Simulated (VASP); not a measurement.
A run of VASP 6.6.1:

INCAR

```
SYSTEM = ZrAsBr
PREC = Accurate
ENCUT = 520
EDIFF = 1E-7
ISMEAR = -1
SIGMA = 0.066
LREAL = .FALSE.
LASPH = .TRUE.
NELM = 150
ALGO = Normal
ISIF = 2
LWAVE = .FALSE.
LCHARG = .FALSE.
MAGMOM = 0 0 0 0 0 0 0 0 0 0 0 0 0 0 0 0 0 0
LORBIT = 11
LSORBIT = .TRUE.
GGA_COMPAT = .FALSE.
LORBMOM = .TRUE.
LMAXMIX = 4
GGA = PE
NBANDS = 64
```

The input KPOINTS:

```
Automatic mesh
0
G
  5 5 3
  0 0 0
```

File POSCAR:

```
ZrAsBr
1.0
    3.9522890000      0.0000000000      0.0000000000
    0.0000000000      3.9522890000      0.0000000000
    0.0000000000      0.0000000000      8.3106280000
As Br Zr
2 2 2
Direct
    0.0000000000      0.0000000000      0.0000000000
    0.5000000000      0.5000000000      0.0000000000
    0.5000000000      0.0000000000      0.6235730149
    0.0000000000      0.5000000000      0.3764269851
    0.5000000000      0.0000000000      0.2246875544
    0.0000000000      0.5000000000      0.7753124456
```

Potentials or basis: VASP PAW PBE potentials, release 64 (As, Br, Zr_sv).

Command:

```sh
$ cat potpaw_PBE.64/As/POTCAR potpaw_PBE.64/Br/POTCAR potpaw_PBE.64/Zr_sv/POTCAR > POTCAR
$ mpirun -np 1 vasp_ncl > vasp.out
```

Hardware: 1 thread of Intel(R) Xeon(R) Platinum 8375C CPU @ 2.90GHz (Ice Lake) (shared host).

How long does it take, and how much memory?

It took 5.9 min on 1 thread of Intel(R) Xeon(R) Platinum 8375C CPU @ 2.90GHz (Ice Lake) (shared host), peak memory 0.51 GiB. Counts: scf iterations 15, k points 12.
